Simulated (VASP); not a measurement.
Runs of VASP 6.6.1 on MnO. The structure is that of space group Fm-3m (No. 225), or close to it. The cells are those of the table. 

```tsv
task	cell	gap on the mesh (eV)	pressure (GPa)	moment (μB)
electric field gradients	a = 3.111, b = 3.111, c = 3.142 Å, angles 59.7, 59.7, 60.7°, 2 atoms	none	2.4	4.71
electric field gradients	a = 3.142 Å, angles 60.0°, 2 atoms	none	(b)	4.76
single point	a = 3.153 Å, angles 60.0°, 2 atoms	none	(a)	4.79
electric field gradients	a = 3.096 Å, angles 62.0°, 2 atoms	none	0.0	4.76
single point	a = 3.096 Å, angles 62.0°, 2 atoms	none	0.0	4.76
single point	a = 3.184 Å, angles 60.0°, 2 atoms	none	(c)	4.85
single point	a = 3.163 Å, angles 60.0°, 2 atoms	none	-2.1	4.81
single point	a = 3.204 Å, angles 60.0°, 2 atoms	none	-5.9	4.89
```

Alike in all rows: level PBE; potentials or basis VASP PAW PBE potentials, release 64 (Mn_pv, O); spin collinear, ferromagnetic start; k mesh 16 × 16 × 16; cutoff (eV) 520; smearing fermi-dirac 0.05 eV.

Question: Fill in the values left out.

Answer: (a) -1.0; (b) 0.1; (c) -4.1.

Caveats: a cell with one magnetic atom can't hold antiferromagnetic order, which such compounds often take; semilocal functionals often make such compounds metallic where correlation or magnetic order opens a gap, which also shifts bond lengths; the cell stands under tension (at least some runs).

A gap of «none» marks levels without a gap at the run's occupations.
